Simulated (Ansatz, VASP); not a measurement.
## Two plane-wave programs on AlN

```xyz
4
Lattice="3.3808 0.0000 0.0000 -1.6904 2.9279 0.0000 0.0000 0.0000 4.2240" Properties=species:S:1:pos:R:3 pbc="T T T"
Al    0.0000    1.9519    3.1680
Al    1.6904    0.9760    1.0560
N     0.0000    1.9519    1.0560
N     1.6904    0.9760    3.1680
```

Alike in both runs: task single point; functional PBEsol; k mesh 9 × 9 × 6; occupations gaussian, width 0.05 eV; no spin polarisation.

|  | VASP | Ansatz |
| --- | --- | --- |
| version | VASP 6.6.1 | Ansatz 0.2.0 |
| potentials or method | VASP PAW PBE potentials, release 64 (Al, N), cutoff 520 eV | scalar-relativistic, plane waves, PAW |
| valence electrons in the cell | 16 | 16 |

```csv
,VASP,Ansatz,Ansatz less VASP
gap on the k mesh at the Fermi level (eV),2.86,2.85,-0.011
least direct gap on the mesh (eV),2.86,2.85,-0.011
pressure (GPa),-12.9,-12.8,+0.10
"traceless stress, the component that is largest in VASP (GPa)",1.72,1.72,+0.003
```

VASP's potentials were made for PBE, not for PBEsol.
